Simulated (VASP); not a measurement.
# TiC: single point with LDA

TiC:

```
CELL_PARAMETERS angstrom
0.00000 2.15930 2.15930
2.15930 0.00000 2.15930
2.15930 2.15930 0.00000
ATOMIC_POSITIONS crystal
Ti 0.00000 0.00000 0.00000
C 0.50000 0.50000 0.50000
```

```
Program             : VASP 6.6.1
Task                : single point
Functional          : LDA
Potentials or basis : VASP PAW LDA potentials, release 64 (Ti_sv, C)
Cutoff              : 600 eV
k mesh              : 10 × 10 × 10
Occupations         : fermi-dirac, width 0.1 eV
Spin                : no spin polarisation
```

- Pressure: -10.0 GPa
- Band gap on the k mesh: zero (bands 8 and 9 overlap by 1.02 eV)

Levels at points of the mesh, in eV from the Fermi level:
```tsv
k point	band 4	band 5	band 6	band 7	band 8	band 9	band 10	band 11	band 12	band 13
(0.00, 0.00, 0.00)	-32.26	-12.26	0.63	0.63	0.63	1.69	1.69	1.69	1.72	1.72
(0.50, 0.00, 0.00)	-32.31	-8.68	-5.87	-2.93	-2.93	2.90	2.90	4.11	8.24	8.24
(0.50, 0.50, 0.00)	-32.44	-9.97	-3.39	-1.71	-0.01	-0.01	2.74	3.51	3.51	5.94
```

It took 25 s on 1 thread of Intel Xeon 8259CL, on a shared host, peak memory 0.14 GiB.

Caveat: the cell stands under tension.
